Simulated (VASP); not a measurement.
Crystal: LaMg3.

```xyz
4
Lattice="4.8263 0.0000 0.0000 0.0000 4.8263 0.0000 0.0000 0.0000 4.8263" Properties=species:S:1:pos:R:3 pbc="T T T"
La    0.1000    0.0000    0.0000
Mg    2.4132    2.4132    0.0000
Mg    2.4132    0.0000    2.4132
Mg    0.0000    2.4132    2.4132
```

| Property | Result |
| --- | --- |
| Program | VASP 6.6.1 |
| Task | relaxation of the atoms |
| Functional | LDA |
| Potentials or basis | VASP PAW LDA potentials, release 64 (La, Mg) |
| Cutoff | 520 eV |
| k mesh | 4 × 4 × 4 |
| Occupations | fermi-dirac, width 0.1 eV |
| Spin | no spin polarisation |

At the start: pressure -2.4 GPa; volume 28.11 Å³/atom.

Question: Where does the relaxation end?

Answer: Over 8 steps the energy falls by 5.6 meV/atom at a fixed cell; space group P4mm (No. 99, to 0.1 Å) before, Pm-3m (No. 221, to 0.1 Å).

Step by step:
```tsv
step	energy change (eV)	largest force (eV/Å)	pressure (GPa)
1	0.0000	0.4471	-2.44
2	-0.0114	0.3115	-2.47
3	-0.0220	0.0437	-2.49
4	-0.0221	0.0217	-2.49
5	-0.0221	0.0232	-2.49
6	-0.0222	0.0202	-2.49
7	-0.0223	0.0131	-2.49
8	-0.0224	0.0066	-2.49
```

Final structure:
```xyz
4
Lattice="4.8263 0.0000 0.0000 0.0000 4.8263 0.0000 0.0000 0.0000 4.8263" Properties=species:S:1:pos:R:3 pbc="T T T"
La    0.0259    0.0000    4.8263
Mg    2.4374    2.4132    4.8263
Mg    2.4374    4.8263    2.4132
Mg    0.0256    2.4132    2.4132
```
